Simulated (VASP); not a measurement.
Here is a VASP 6.6.1 calculation.

File INCAR:

```
SYSTEM = MgS
PREC = Accurate
ENCUT = 520
EDIFF = 1E-6
ISMEAR = 0
SIGMA = 0.05
LREAL = .False.
LASPH = .True.
NELM = 80
ALGO = Normal
ISIF = 2
LWAVE = .False.
LCHARG = .False.
GGA = PS
NBANDS = 11
```

The input KPOINTS:

```
regular mesh
0
Gamma
  8 8 8
  0 0 0
```

The input POSCAR:

```
MgS
1.0
    0.0000000000      2.6796995000      2.5626252500
    2.6796995000      0.0000000000      2.5626252500
    2.6796995000      2.6796995000      0.0000000000
Mg S
1 1
Direct
    0.0000000000      0.0000000000      0.0000000000
    0.5000000000      0.5000000000      0.5000000000
```

Potentials or basis: VASP PAW PBE potentials, release 64 (Mg, S).

Command:

```console
$ cat potpaw_PBE.64/Mg/POTCAR potpaw_PBE.64/S/POTCAR > POTCAR
$ mpirun -np 1 vasp_std > vasp.out
```

**Question.** Estimate the band gap on the k mesh.

**Answer.** 2.43 eV, indirect (least direct gap 3.19 eV).

**Question.** Predict the pressure.

**Answer.** -3.8 GPa.

Stress tensor (GPa, compression positive):
```
-5.13  0.00  0.00
 0.00 -5.13  0.00
 0.00  0.00 -1.25
```

Caveat: the cell differs from its parent crystal (strain +0.030 along x and y, -0.015 along z); the PAW data sets were made with another functional, which shifts forces and pressure a little. A k mesh can miss the band edges.
